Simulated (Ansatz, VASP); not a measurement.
# One calculation of Sb, two programs

```
Sb
1.0
    -1.39719    1.39719    1.39719
     1.39719   -1.39719    1.39719
     1.39719    1.39719   -1.39719
Sb
1
Direct
  0.00000 0.00000 0.00000
```

Change from the starting cell: volume scaled by 0.4, crystal datasets.

Alike in both runs: task single point; functional PBE; k mesh 16 × 16 × 16; occupations fermi-dirac, width 0.1 eV; no spin polarisation.

|  | VASP | Ansatz |
| --- | --- | --- |
| version | VASP 6.6.1 | Ansatz 0.2.0 |
| potentials or method | VASP PAW PBE potentials, release 64 (Sb), cutoff 500 eV | all-electron PAW with datasets made for the crystal, scalar-relativistic |

Ansatz gave:

| Item | Value |
| --- | --- |
| pressure (GPa) | 454.9 |

What did VASP give for the same quantities?

Pressure (GPa): 471.3.

Both programs put the cell under a high pressure, so it lies far from rest at this level. Ansatz ran all-electron here, and VASP with PAW potentials. Ansatz's warnings: printed levels off.

Spin-orbit coupling is off throughout. Noted on VASP's run: the cell as given lies far from equilibrium.
